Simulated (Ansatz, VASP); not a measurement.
One calculation of Co, two programs

```
CELL_PARAMETERS angstrom
4.00755 0.00000 0.00000
-2.00378 3.47064 0.00000
0.00000 0.00000 2.45721
ATOMIC_POSITIONS crystal
Co 0.00000 0.00000 0.00000
Co 0.33333 0.66667 0.50000
Co 0.66667 0.33333 0.50000
```

Alike in both runs: task single point; functional r2SCAN; k mesh 11 × 11 × 15; occupations fermi-dirac, width 0.1 eV; no spin polarisation.

|  | VASP | Ansatz |
| --- | --- | --- |
| version | VASP 6.6.1 | Ansatz 0.2.0 |
| potentials or method | VASP PAW PBE potentials, release 64 (Co), cutoff 520 eV | plane waves (500 eV) with PAW, scalar-relativistic |
| valence electrons in the cell | 27 | 51 |

VASP gave:

* pressure (GPa): -22.8
* traceless stress, the component that is largest in VASP (GPa): 1.15

**Question.** Which values does Ansatz return?

**Answer.** Pressure (GPa): -23.4; traceless stress, the component that is largest in VASP (GPa): 1.29.

VASP's potentials were made for PBE, not for r2SCAN. VASP's potentials hold 27 valence electrons a cell and Ansatz's 51, so a difference there can come from the potentials and not from the codes.
